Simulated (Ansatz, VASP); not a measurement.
## BP: VASP beside Ansatz

```
CELL_PARAMETERS angstrom
0.00000 2.26530 2.26530
2.26530 0.00000 2.26530
2.26530 2.26530 0.00000
ATOMIC_POSITIONS crystal
B 0.00000 0.00000 0.00000
P 0.25000 0.25000 0.25000
```

Alike in both runs: task single point; functional PBE; k mesh 10 × 10 × 10; occupations gaussian, width 0.02 eV; no spin polarisation.

|  | VASP | Ansatz |
| --- | --- | --- |
| version | VASP 6.6.1 | Ansatz 0.2.0 |
| potentials or method | VASP PAW PBE potentials, release 64 (B, P), cutoff 500 eV | scalar-relativistic, plane waves, PAW |
| valence electrons in the cell | 8 | 8 |

|  | VASP | Ansatz | Ansatz less VASP |
| --- | --- | --- | --- |
| gap on the k mesh at the Fermi level (eV) | 1.23 | 1.24 | +0.004 |
| least direct gap on the mesh (eV) | 3.41 | 3.41 | +0.004 |
| pressure (GPa) | 1.7 | 1.9 | +0.22 |
